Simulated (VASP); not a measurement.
Set up this calculation in VASP 6.6.1, as the native input.

| Item | Value |
| --- | --- |
| Task | single point |
| Functional | LDA |
| Potentials or basis | VASP PAW LDA potentials, release 64 (Pd) |
| Cutoff | 520 eV |
| k mesh | 18 × 18 × 18 |
| Occupations | gaussian, width 0.1 eV |
| Spin | no spin polarisation |
| Dipole correction | no |
| Further INCAR settings | ALGO = Normal; EDIFF = 1e-07; NBANDS = 11 |

The structure of Pd lies in POSCAR:

```
Pd
1.0
    0.0000000000      1.9193679846      1.9193679846
    1.9193679846      0.0000000000      1.9193679846
    1.9193679846      1.9193679846      0.0000000000
Pd
1
Direct
    0.0000000000      0.0000000000      0.0000000000
```

The input as run:

INCAR

```
PREC = Accurate
ENCUT = 520
EDIFF = 1E-7
ISMEAR = 0
SIGMA = 0.1
LREAL = F
LASPH = T
NELM = 60
ALGO = Normal
ISIF = 2
LWAVE = F
LCHARG = F
NBANDS = 11
```

KPOINTS

```
regular mesh
0
Gamma
  18 18 18
```

Potentials or basis: VASP PAW LDA potentials, release 64 (Pd).

Command:

```sh
$ cat potpaw_LDA.64/Pd/POTCAR > POTCAR
$ mpirun -np 1 vasp_std > vasp.out
```

It gave:

```
Pressure               : 0.3 GPa
Band gap on the k mesh : zero (band 5 reaches 10.66 eV, above the bottom of band 6 at 8.95 eV)
```

Run time: 32 s on 1 thread of AMD EPYC 7R43 64-Core Processor (Zen 3) (shared host), peak memory 0.11 GiB.
